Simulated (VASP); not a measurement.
# Sb2Se3 (Pnma) in VASP: single point with PBE

Aim: the single point of Sb2Se3 with PBE.

Everything below comes from runs of VASP 6.6.1. Logs are shortened: lines on timing, memory, paths and dates and some standing lists are left out, and cuts for length are marked.

### Step 1. The cell of the first run

The structure is orthorhombic, space group Pnma (No. 62). The conventional cell has a = 11.794 Å, b = 3.986 Å, c = 11.648 Å, α = 90.00°, β = 90.00°, γ = 90.00°. Sb (site symmetry m) has 7 Se at 2.71 to 3.68 Å within 3.7 Å. Sb (site symmetry m) has 7 Se at 2.63 to 3.48 Å within 3.5 Å. Se (site symmetry m) has 5 Sb at 2.71 to 3.48 Å and 8 Se at 3.44 to 3.99 Å within 4.0 Å. Within 4.0 Å of Se (site symmetry m) lie 4 Sb at 2.71 to 3.68 Å and 9 Se at 3.44 to 3.99 Å. Within 3.5 Å of Se (site symmetry m) lie 5 Sb at 2.63 to 3.19 Å.

### Step 2. Single point, PBE

File INCAR:

```
SYSTEM = Sb2Se3
PREC = Accurate ; ENCUT = 520
EDIFF = 1E-6 ; ISMEAR = -1
SIGMA = 0.02 ; LREAL = Auto
LASPH = .True. ; NELM = 80
ALGO = Normal ; ISIF = 2
LWAVE = .False. ; LCHARG = .False.
GGA = PE ; NBANDS = 72
KPAR = 2
```

File KPOINTS:

```
regular mesh
0
Gamma
  3 7 3
  0 0 0
```

File POSCAR:

```
Sb2Se3
1.0
   11.7940000000      0.0000000000      0.0000000000
    0.0000000000      3.9860000000      0.0000000000
    0.0000000000      0.0000000000     11.6480000000
Sb Se
8 12
Direct
    0.5254820916      0.2500000000      0.1722354735
    0.9745179084      0.7500000000      0.6722354735
    0.0254820916      0.2500000000      0.3277645265
    0.4745179084      0.7500000000      0.8277645265
    0.6483163069      0.7500000000      0.4613242653
    0.8516836931      0.2500000000      0.9613242653
    0.1483163069      0.7500000000      0.0386757347
    0.3516836931      0.2500000000      0.5386757347
    0.6279680671      0.7500000000      0.0538014586
    0.8720319329      0.2500000000      0.5538014586
    0.1279680671      0.7500000000      0.4461985414
    0.3720319329      0.2500000000      0.9461985414
    0.7140550244      0.2500000000      0.3052759627
    0.7859449756      0.7500000000      0.8052759627
    0.2140550244      0.2500000000      0.1947240373
    0.2859449756      0.7500000000      0.6947240373
    0.4445489316      0.7500000000      0.3698328930
    0.0554510684      0.2500000000      0.8698328930
    0.9445489316      0.7500000000      0.1301671070
    0.5554510684      0.2500000000      0.6301671070
```

Potentials or basis: VASP PAW PBE potentials, release 64 (Sb, Se).

Launch:

```console
cat potpaw_PBE.64/Sb/POTCAR potpaw_PBE.64/Se/POTCAR > POTCAR
mpirun -np 2 vasp_std > vasp.out
```

OUTCAR:

```text
SYSTEM = Sb2Se3
   PREC = Accurate
   ENCUT = 520
   EDIFF = 1E-6
   ISMEAR = -1
   LREAL = Auto
   LASPH = .True.
   NELM = 80
   ISIF = 2
   GGA = PE

 ion  position               nearest neighbor table
   1  0.525  0.250  0.172-   9 2.71   9 2.71  13 2.71  17 3.19  17 3.19  12 3.19
   2  0.975  0.750  0.672-  10 2.71  10 2.71  14 2.71  18 3.19  18 3.19  11 3.19
   3  0.025  0.250  0.328-  11 2.71  11 2.71  15 2.71  19 3.19  19 3.19  10 3.19
   4  0.475  0.750  0.828-  12 2.71  12 2.71  16 2.71  20 3.19  20 3.19   9 3.19
   5  0.648  0.750  0.461-  17 2.63  13 2.81  13 2.81  20 3.01  20 3.01
   6  0.852  0.250  0.961-  18 2.63  14 2.81  14 2.81  19 3.01  19 3.01
   7  0.148  0.750  0.039-  19 2.63  15 2.81  15 2.81  18 3.01  18 3.01
   8  0.352  0.250  0.539-  20 2.63  16 2.81  16 2.81  17 3.01  17 3.01
   9  0.628  0.750  0.054-   1 2.71   1 2.71   4 3.19
  10  0.872  0.250  0.554-   2 2.71   2 2.71   3 3.19
  11  0.128  0.750  0.446-   3 2.71   3 2.71   2 3.19
  12  0.372  0.250  0.946-   4 2.71   4 2.71   1 3.19
  13  0.714  0.250  0.305-   1 2.71   5 2.81   5 2.81
  14  0.786  0.750  0.805-   2 2.71   6 2.81   6 2.81
  15  0.214  0.250  0.195-   3 2.71   7 2.81   7 2.81
  16  0.286  0.750  0.695-   4 2.71   8 2.81   8 2.81
  17  0.445  0.750  0.370-   5 2.63   8 3.01   8 3.01   1 3.19   1 3.19
  18  0.055  0.250  0.870-   6 2.63   7 3.01   7 3.01   2 3.19   2 3.19
  19  0.945  0.750  0.130-   7 2.63   6 3.01   6 3.01   3 3.19   3 3.19
  20  0.555  0.250  0.630-   8 2.63   5 3.01   5 3.01   4 3.19   4 3.19

  LATTYP: Found a simple orthorhombic cell.
 ALAT       =     3.9860000000
 B/A-ratio  =     2.9222277973
 C/A-ratio  =     2.9588559960

  Lattice vectors:

 A1 = (   0.0000000000,   3.9860000000,   0.0000000000)
 A2 = (   0.0000000000,   0.0000000000,  11.6480000000)
 A3 = (  11.7940000000,   0.0000000000,   0.0000000000)

Analysis of symmetry for initial positions (statically):
=====================================================================
 Subroutine PRICEL returns:
 Original cell was already a primitive cell.

 Routine SETGRP: Setting up the symmetry group for a
 simple orthorhombic supercell.

 Subroutine GETGRP returns: Found  8 space group operations
 (whereof  2 operations were pure point group operations)
 out of a pool of  8 trial point group operations.

The static configuration has the point symmetry S_2 .
 The point group associated with its full space group is D_2h.

Analysis of symmetry for dynamics (positions and initial velocities):
=====================================================================
 Subroutine PRICEL returns:
 Original cell was already a primitive cell.

 Routine SETGRP: Setting up the symmetry group for a
 simple orthorhombic supercell.

 Subroutine GETGRP returns: Found  8 space group operations
 (whereof  2 operations were pure point group operations)
 out of a pool of  8 trial point group operations.

The dynamic configuration has the point symmetry S_2 .
 The point group associated with its full space group is D_2h.

 Subroutine INISYM returns: Found  8 space group operations
 (whereof  2 operations are pure point group operations),
 and found     1 'primitive' translations

----------------------------------------------------------------------------------------

                                     Primitive cell

  volume of cell :     547.5828

  direct lattice vectors                    reciprocal lattice vectors
    11.794000000  0.000000000  0.000000000     0.084788876  0.000000000  0.000000000
     0.000000000  3.986000000  0.000000000     0.000000000  0.250878073  0.000000000
     0.000000000  0.000000000 11.648000000     0.000000000  0.000000000  0.085851648

  length of vectors
    11.794000000  3.986000000 11.648000000     0.084788876  0.250878073  0.085851648

  position of ions in fractional coordinates (direct lattice)
     0.525482092  0.250000000  0.172235474
     0.974517908  0.750000000  0.672235474
     0.025482092  0.250000000  0.327764526
     0.474517908  0.750000000  0.827764526
     0.648316307  0.750000000  0.461324265
     0.851683693  0.250000000  0.961324265
[... 12 lines left out ...]
     0.944548932  0.750000000  0.130167107
     0.555451068  0.250000000  0.630167107

  ion indices of the primitive-cell ions
   primitive index   ion index
                 1           1
                 2           2
                 3           3
                 4           4
                 5           5
                 6           6
[... 12 lines left out ...]
                19          19
                20          20

----------------------------------------------------------------------------------------

 KPOINTS: regular mesh

Automatic generation of k-mesh.
 Grid dimensions read from file:
 generate k-points for:    3    7    3

 Generating k-lattice:

  Cartesian coordinates                     Fractional coordinates (reciprocal lattice)
     0.028262959  0.000000000  0.000000000     0.333333333  0.000000000  0.000000000
     0.000000000  0.035839725  0.000000000     0.000000000  0.142857143  0.000000000
     0.000000000  0.000000000  0.028617216     0.000000000  0.000000000  0.333333333

  Length of vectors
     0.028262959  0.035839725  0.028617216

  Shift w.r.t. Gamma in fractional coordinates (k-lattice)
     0.000000000  0.000000000  0.000000000

 Subroutine IBZKPT returns following result:
 ===========================================

 Found     16 irreducible k-points:

 Following reciprocal coordinates:
            Coordinates               Weight
  0.000000  0.000000  0.000000      1.000000
  0.333333  0.000000  0.000000      2.000000
  0.000000  0.142857  0.000000      2.000000
  0.333333  0.142857  0.000000      4.000000
  0.000000  0.285714  0.000000      2.000000
  0.333333  0.285714  0.000000      4.000000
[... 8 lines left out ...]
  0.000000  0.428571  0.333333      4.000000
  0.333333  0.428571  0.333333      8.000000
   k-points           NKPTS =     16   k-points in BZ     NKDIM =     16   number of bands    NBANDS=     72
   number of dos      NEDOS =    301   number of ions     NIONS =     20
   total plane-waves  NPLWV = 243000
   dimension x,y,z NGX =    90 NGY =   30 NGZ =   90
   dimension x,y,z NGXF=   180 NGYF=   60 NGZF=  180
   ions per type =               8  12
   NGX,Y,Z   is equivalent  to a cutoff of  12.69, 12.51, 12.85 a.u.
   NGXF,Y,Z  is equivalent  to a cutoff of  25.37, 25.02, 25.69 a.u.
 SYSTEM =  Sb2Se3
   PREC   = accura    normal or accurate (medium, high low for compatibility)
   ISTART =      0    job   : 0-new  1-cont  2-samecut
   ICHARG =      2    charge: 1-file 2-atom 10-const
   ISPIN  =      1    spin polarized calculation?
   LNONCOLLINEAR =      F non collinear calculations
   LSORBIT =      F    spin-orbit coupling
   LASPH  =      T    aspherical Exc in radial PAW
   ENCUT  =  520.0 eV  38.22 Ry    6.18 a.u.  21.93  7.41 21.66*2*pi/ulx,y,z
   NELM   =     80;   NELMIN=  2; NELMDL= -5     # of ELM steps
   EDIFF  = 0.1E-05   stopping-criterion for ELM
   LREAL  =      T    real-space projection
   EDIFFG = 0.1E-04   stopping-criterion for IOM
   NSW    =      0    number of steps for IOM
   IBRION =     -1    ionic relax: 0-MD 1-quasi-New 2-CG
   NFREE  =      0    steps in history (QN), initial steepest desc. (CG)
   ISIF   =      2    stress and relaxation
   ISYM   =      2    0-nonsym 1-usesym 2-fastsym
   POTIM  = 0.5000    time-step for ionic-motion
   TEBEG  =    0.0;   TEEND  =   0.0 temperature during run
   PSTRESS=    0.0 pullay stress
   NELECT =     112.0000    total number of electrons
   NUPDOWN=      -1.0000    fix difference up-down
   EMIN   =  10.00;   EMAX   =-10.00  energy-range for DOS
   EFERMI =   0.00;   METHOD = LEGACY
   ISMEAR =    -1;   SIGMA  =   0.02  broadening in eV -4-tet -1-fermi 0-gaus
   EFERMI_NEDOS =   21; number of points for ismear=-14 and -15
   IALGO  =     38    algorithm
   IMIX   =      4    mixing-type and parameters
     AMIX     =   0.40;   BMIX     =  1.00
     AMIX_MAG =   1.60;   BMIX_MAG =  1.00
  volume/ion in A,a.u.               =      27.38       184.76
  Fermi-wavevector in a.u.,A,eV,Ry     =   0.964564  1.822761 12.658631  0.930383
  Thomas-Fermi vector in A             =   2.094206
   LORBIT       =      0    0 simple, 1 ext, 2 COOP (PROOUT), +10 PAW based schemes
   GGA     = PE    functional components
   LHFCALC =     F    Hartree Fock is set to
   AEXX    =    0.0000 exact exchange contribution
   IVDW    =     0    specifies the selected vdW correction
   LEPSILON=     F    determine dielectric tensor
   LRPA    =     F    only Hartree local field effects (RPA)
 non-spin polarized calculation
  energy-cutoff  :      520.00
  volume of cell :      547.58
 maximum number of plane-waves:     14796
 NGX is ok and might be reduce to    90
   NGX = 43   NGY = 15   NGZ = 43

 number of electron     111.9999987 magnetization

 Free energy of the ion-electron system (eV)
  ---------------------------------------------------
  ext. energy  EPLUGINS =         0.00000000
  ---------------------------------------------------
  free energy    TOTEN  =       -80.20390079 eV

  energy without entropy =      -80.20390079  energy(sigma->0) =      -80.20390079

 E-fermi :   4.9977     XC(G=0):  -9.3154

 val. band max:        4.5331544632   @ k =   0.3333   0.0000   0.0000
 cond. band min:       5.4499997962   @ k =   0.0000   0.0000   0.3333
 fundamental gap:      0.9168453329
 Fermi energy:         4.9976939063

 k-point     1 :       0.0000    0.0000    0.0000
  band No.  band energies     occupation
      1      -9.5594      2.00000
      2      -9.2261      2.00000
      3      -8.9448      2.00000
      4      -8.8420      2.00000
      5      -8.7877      2.00000
      6      -8.5325      2.00000
[... 60 lines left out ...]
     67       7.0677      0.00000
     68       7.1843      0.00000

 k-point     2 :       0.3333    0.0000    0.0000
  band No.  band energies     occupation
      1      -9.5000      2.00000
      2      -9.3462      2.00000
      3      -8.8856      2.00000
      4      -8.8406      2.00000
      5      -8.7354      2.00000
      6      -8.6268      2.00000
[... 60 lines left out ...]
     67       7.0592      0.00000
     68       7.0870      0.00000

 k-point     3 :       0.0000    0.1429    0.0000
  band No.  band energies     occupation
      1      -9.4237      2.00000
      2      -9.0992      2.00000
      3      -8.8271      2.00000
      4      -8.7286      2.00000
      5      -8.6649      2.00000
      6      -8.4279      2.00000
[... 912 lines left out ...]
     67       7.4757      0.00000
     68       7.5935      0.00000

 k-point    16 :       0.3333    0.4286    0.3333
  band No.  band energies     occupation
      1      -8.4059      2.00000
      2      -8.3386      2.00000
      3      -8.1867      2.00000
      4      -8.1541      2.00000
      5      -7.9079      2.00000
      6      -7.8902      2.00000
[... 60 lines left out ...]
     67       7.4407      0.00000
     68       7.5288      0.00000
 [bands above 68 left out]

------------------------ aborting loop because EDIFF is reached ----------------------------------------

  FORCE on cell =-STRESS in cart. coord.  units (eV):
  Direction    XX          YY          ZZ          XY          YZ          ZX
  --------------------------------------------------------------------------------------
  -------------------------------------------------------------------------------------
  Total        5.8436088      5.7994805      3.3914210      0.0000000      0.0000000      0.0000000
  in kB       17.0978670     16.9687517      9.9229890      0.0000000      0.0000000      0.0000000
  external PRESSURE =      14.6632026 kB  Pullay stress =       0.0000000 kB

 VOLUME and BASIS-vectors are now :
 -----------------------------------------------------------------------------
  energy-cutoff  :      520.00
  volume of cell :      547.58
      direct lattice vectors                 reciprocal lattice vectors
    11.794000000  0.000000000  0.000000000     0.084788876  0.000000000  0.000000000
     0.000000000  3.986000000  0.000000000     0.000000000  0.250878073  0.000000000
     0.000000000  0.000000000 11.648000000     0.000000000  0.000000000  0.085851648

 POSITION                                       TOTAL-FORCE (eV/Angst)
 -----------------------------------------------------------------------------------
      6.19754      0.99650      2.00620        -0.018831     -0.000000      0.009156
     11.49346      2.98950      7.83020         0.018831     -0.000000      0.009156
      0.30054      0.99650      3.81780        -0.018831      0.000000     -0.009156
      5.59646      2.98950      9.64180         0.018831      0.000000     -0.009156
      7.64624      2.98950      5.37351         0.008394     -0.000000      0.025079
     10.04476      0.99650     11.19751        -0.008394      0.000000      0.025079
[... 12 lines left out ...]
     11.14001      2.98950      1.51619        -0.011178     -0.000000      0.025264
      6.55099      0.99650      7.34019         0.011178     -0.000000      0.025264
 -----------------------------------------------------------------------------------
    total drift:                                0.000000     -0.000000     -0.000000

  FREE ENERGIE OF THE ION-ELECTRON SYSTEM (eV)
  ---------------------------------------------------
  free  energy   TOTEN  =       -80.2039007928 eV

  energy  without entropy=      -80.2039007928  energy(sigma->0) =      -80.20390079
```

Wall time 4.4 min (2 MPI ranks of Intel Xeon Platinum 8559C (Emerald Rapids), shared host); peak memory 0.73 GiB.

What came out:

| Item | Value |
| --- | --- |
| Free energy | -80.2039 eV |
| Pressure | 1.5 GPa |
| Largest force | 0.033 eV/Å |
| Band gap on the k mesh | 0.92 eV (least direct gap 0.99 eV) |

Forces on the atoms (eV/Å):
```
Sb  -0.019  0.000  0.009
Sb   0.019  0.000  0.009
Sb  -0.019  0.000 -0.009
Sb   0.019  0.000 -0.009
Sb   0.008  0.000  0.025
Sb  -0.008  0.000  0.025
Sb   0.008  0.000 -0.025
Sb  -0.008  0.000 -0.025
Se   0.030  0.000 -0.012
Se  -0.030  0.000 -0.012
Se   0.030  0.000  0.012
Se  -0.030  0.000  0.012
Se   0.010  0.000 -0.020
Se  -0.010  0.000 -0.020
Se   0.010  0.000  0.020
Se  -0.010  0.000  0.020
Se  -0.011  0.000 -0.025
Se   0.011  0.000 -0.025
Se  -0.011  0.000  0.025
Se   0.011  0.000  0.025
```

Levels at points of the mesh, in eV from the valence-band top:
| k point | band 52 | band 53 | band 54 | band 55 | band 56 | band 57 | band 58 | band 59 | band 60 | band 61 |
| --- | --- | --- | --- | --- | --- | --- | --- | --- | --- | --- |
| (0.00, 0.00, 0.00) | -0.56 | -0.31 | -0.19 | -0.13 | -0.07 | 1.04 | 1.18 | 1.31 | 1.46 | 1.81 |

Caveat: spin-orbit coupling is left out, which moves the levels of the heavy elements. A k mesh can miss the band edges.
